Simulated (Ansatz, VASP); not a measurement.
**TiAl in VASP and in Ansatz**

The input POSCAR:

```
TiAl
1.0
    3.2026865985      0.0000000000      0.0000000000
    0.0000000000      3.2026865985      0.0000000000
    0.0000000000      0.0000000000      3.2026865985
Ti Al
1 1
Direct
    0.5000000000      0.5000000000      0.5000000000
    0.0000000000      0.0000000000      0.0000000000
```

File INCAR.step1:

```
PREC = Accurate ; ENCUT = 520
ISMEAR = 0 ; SIGMA = 0.1
LREAL = F ; LASPH = T
NELM = 80 ; NBANDS = 14
GGA = PE ; ALGO = Normal
EDIFF = 1E-4 ; LWAVE = T
LCHARG = F
```

File INCAR.step2:

```
PREC = Accurate ; ENCUT = 520
EDIFF = 1E-6 ; ISMEAR = 0
SIGMA = 0.1 ; LREAL = F
LASPH = T ; NELM = 80
ALGO = Normal ; ISIF = 2
LWAVE = F ; LCHARG = F
METAGGA = R2SCAN ; LMIXTAU = T
NBANDS = 14 ; ISTART = 1
```

File KPOINTS:

```
Automatic mesh
0
Gamma
  14 14 14
```

Input for Ansatz:

```yaml
crystal:
  lattice:
    - [3.2026865985, 0.0, 0.0]
    - [0.0, 3.2026865985, 0.0]
    - [0.0, 0.0, 3.2026865985]
  atoms:
    - { symbol: Ti, position: [0.5, 0.5, 0.5] }
    - { symbol: Al, position: [0.0, 0.0, 0.0] }
basis:
  ecutwfc: 500
kpoints:
  mp_grid: { grid: [14, 14, 14] }
hamiltonian:
  xc: r2scan
scf:
  occupations: { method: gaussian, width: 0.1 }
output:
  forces: true
  stress: true
  eigenvalues: true
```

Alike in both runs: task single point; functional r2SCAN; k mesh 14 × 14 × 14; occupations gaussian, width 0.1 eV; no spin polarisation.

|  | VASP | Ansatz |
| --- | --- | --- |
| version | VASP 6.6.1 | Ansatz 0.2.0 |
| potentials or method | VASP PAW PBE potentials, release 64 (Ti_sv, Al), cutoff 520 eV | scalar-relativistic, plane waves, PAW |
| valence electrons in the cell | 15 | 15 |

```tsv
	VASP	Ansatz	Ansatz less VASP
gap on the k mesh at the Fermi level (eV)	none	none	-
pressure (GPa)	-3.2	-3.3	-0.14
```

VASP's potentials were made for PBE, not for r2SCAN. A gap of «none» marks a metal or a gap that the smearing closes.
